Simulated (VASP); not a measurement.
Runs of VASP 6.6.1 on Zn. The structure is that of space group Im-3m (No. 229), or close to it. The cells are those of the table. 

```tsv
cell	gap on the mesh (eV)	pressure (GPa)
a = 2.799 Å, angles 109.5°, 1 atom	none	(a)
a = 2.692 Å, angles 111.1, 111.1, 106.2°, 1 atom	none	-6.3
a = 2.691 Å, angles 109.9, 109.9, 108.7°, 1 atom	none	-6.2
a = 2.691 Å, angles 108.7, 108.7, 111.1°, 1 atom	none	-6.3
a = 2.663 Å, angles 109.1, 109.1, 110.3°, 1 atom	none	-4.3
a = 2.664 Å, angles 110.3, 110.3, 107.8°, 1 atom	none	-4.3
a = 2.636 Å, angles 109.5°, 1 atom	none	(b)
a = 2.746 Å, angles 107.9, 107.9, 112.7°, 1 atom	none	-9.2
a = 2.650 Å, angles 109.9, 109.9, 108.6°, 1 atom	none	-3.1
```

Alike in all rows: task single point; level LDA; potentials or basis VASP PAW LDA potentials, release 64 (Zn); no spin polarisation; k mesh 22 × 22 × 22; cutoff (eV) 520; smearing gaussian 0.15 eV.

Task: Fill in the values left out.

Result: (a) -11.0; (b) -2.0.

A gap of «none» marks levels without a gap at the run's occupations.
